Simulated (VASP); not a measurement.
A run of VASP 6.6.1 is set up as follows.

The input INCAR:

```
SYSTEM = SrO
ALGO = Normal
EDIFF = 1E-6
ENCUT = 520
GGA = PS
ISIF = 2
ISMEAR = -1
LASPH = .TRUE.
LCHARG = .FALSE.
LREAL = .FALSE.
LWAVE = .FALSE.
NBANDS = 15
NELM = 80
PREC = Accurate
SIGMA = 0.03
```

The input KPOINTS:

```
k-points
0
G
  8 8 8
  0 0 0
```

Contents of POSCAR:

```
SrO
1.0
   -0.0256980000      2.5569510000      2.5569510000
    2.5569510000     -0.0256980000      2.5569510000
    2.5569510000      2.5569510000     -0.0256980000
Sr O
1 1
Direct
    0.0000000000      0.0000000000      0.0000000000
    0.5000000000      0.5000000000      0.5000000000
```

Potentials or basis: VASP PAW PBE potentials, release 64 (Sr_sv, O).

Launch:

```sh
$ cat potpaw_PBE.64/Sr_sv/POTCAR potpaw_PBE.64/O/POTCAR > POTCAR
$ mpirun -np 1 vasp_std > vasp.out
```

Predict the pressure.

-0.3 GPa.

Predict the band gap on the k mesh.

3.13 eV, indirect (least direct gap 3.23 eV).

Stress tensor (GPa, compression positive):
```
-0.32  0.53  0.53
 0.53 -0.32  0.53
 0.53  0.53 -0.32
```

Caveat: the cell differs from its parent crystal (equal xy, yz and zx shear strains of -1 %); the PAW data sets were made with another functional, which shifts forces and pressure a little. A k mesh can miss the band edges.
